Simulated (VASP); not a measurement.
A run of VASP 6.6.1 is set up as follows.

The input POSCAR:

```
SnGe2
1.0
    4.2399101272      0.0000000000      0.0000000000
   -2.1199550636      3.6718698799      0.0000000000
    0.0000000000      0.0000000000     10.3473336624
Ge Sn
4 2
Direct
    0.6666666667      0.3333333333      0.5352774997
    0.3333333333      0.6666666667      0.2272039028
    0.3333333333      0.6666666667      0.4647225003
    0.6666666667      0.3333333333      0.7727960972
    0.0000000000      0.0000000000      0.8631026977
    0.0000000000      0.0000000000      0.1368973023
```

Contents of INCAR.step1:

```
  ALGO = Normal
  EDIFF = 1E-4
  ENCUT = 520
  GGA = PE
  ISMEAR = -1
  LASPH = True
  LCHARG = False
  LREAL = False
  LWAVE = True
  NBANDS = 51
  NELM = 100
  PREC = Accurate
  SIGMA = 0.02
```

Contents of INCAR.step2:

```
  ALGO = Normal
  EDIFF = 1E-6
  ENCUT = 520
  ISIF = 2
  ISMEAR = -1
  ISTART = 1
  LASPH = True
  LCHARG = True
  LELF = True
  LMIXTAU = True
  LREAL = False
  LVHAR = True
  LWAVE = False
  METAGGA = R2SCAN
  NBANDS = 51
  NELM = 100
  PREC = Accurate
  SIGMA = 0.02
```

KPOINTS

```
k-points
0
Gamma
  6 6 2
```

Potentials or basis: VASP PAW PBE potentials, release 64 (Ge_d, Sn_d).

Run with:

```console
$ cat potpaw_PBE.64/Ge_d/POTCAR potpaw_PBE.64/Sn_d/POTCAR > POTCAR
$ cp INCAR.step1 INCAR
$ mpirun -np 1 vasp_std > vasp.out
$ cp INCAR.step2 INCAR
$ mpirun -np 1 vasp_std > vasp.out
```

(1) Predict the band gap on the k mesh.

(2) What does it give for the pressure?

Answers

(1) zero (bands 42 and 43 overlap by 0.43 eV).

(2) 0.0 GPa.

Caveat: semilocal functionals underestimate gaps, and a narrow one can read as zero; the PAW data sets were made with another functional, which shifts forces and pressure a little; spin-orbit coupling is left out, which moves the levels of the heavy elements.
